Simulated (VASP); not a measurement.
TePb: single point with PBE

The system is TePb.

```
Te Pb
1.0
     0.00000    3.27090    3.27090
     3.27090    0.00000    3.27090
     3.27090    3.27090    0.00000
Te Pb
1 1
Direct
  0.00000 0.00000 0.00000
  0.50000 0.50000 0.50000
```

```json
{
  "Program": "VASP 6.6.1",
  "Task": "single point",
  "Functional": "PBE",
  "Potentials or basis": "VASP PAW PBE potentials, release 64 (Te, Pb_d)",
  "Cutoff": "500 eV",
  "k mesh": "1 × 1 × 1",
  "Occupations": "gaussian, width 0.1 eV",
  "Spin": "no spin polarisation"
}
```

```
Pressure : 22.0 GPa
```

Levels at points of the mesh, in eV from the Fermi level:
```csv
k point,band 7,band 8,band 9,band 10,band 11,band 12,band 13,band 14
"(0.00, 0.00, 0.00)",-5.02,-0.52,-0.52,-0.52,4.42,4.42,4.42,6.48
```

Run time: 4.2 s on 1 thread of Intel(R) Xeon(R) 6975P-C (Granite Rapids), with other jobs on the host, peak memory 0.19 GiB.

Caveat: the k points lie up to 1.66 Å⁻¹ apart; this odd mesh misses L, where the gap lies, so gap, dielectric constants and Born charges aren't listed; spin-orbit coupling is left out, which moves the levels of the heavy elements.
